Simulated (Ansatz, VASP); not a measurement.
**Two plane-wave programs on ZrSi2**

```
Zr Si
1.0
     3.74774    0.00000    0.00000
     0.00000   14.85721    0.00000
     0.00000    0.00000    3.72990
Zr Si
4 8
Direct
  0.00000 0.10532 0.25000
  0.50000 0.39468 0.75000
  0.50000 0.60532 0.25000
  0.00000 0.89468 0.75000
  0.00000 0.44691 0.25000
  0.50000 0.05309 0.75000
  0.50000 0.24978 0.25000
  0.00000 0.25022 0.75000
  0.50000 0.94691 0.25000
  0.00000 0.55309 0.75000
  0.00000 0.74978 0.25000
  0.50000 0.75022 0.75000
```

Change from the starting cell: equal strain along all axes, cell held, atoms relaxed: +2.0 %.

Alike in both runs: functional PBEsol; k mesh 10 × 4 × 10; occupations gaussian, width 0.1 eV; no spin polarisation.

Ansatz relaxed the structure, and its values are those at the end. VASP's run is a single point on that final structure, the one shown.

|  | VASP | Ansatz |
| --- | --- | --- |
| version | VASP 6.6.1 | Ansatz 0.2.0 |
| potentials or method | VASP PAW PBE potentials, release 64 (Zr_sv, Si), cutoff 520 eV | scalar-relativistic, plane waves, PAW |
| valence electrons in the cell | 80 | 80 |

|  | VASP | Ansatz | Ansatz less VASP |
| --- | --- | --- | --- |
| gap on the k mesh at the Fermi level (eV) | none | none | - |
| pressure (GPa) | -7.1 | -7.2 | -0.15 |

VASP's potentials were made for PBE, not for PBEsol. A gap of «none» marks a metal or a gap that the smearing closes. Ansatz's warnings: stress scf threshold loose.
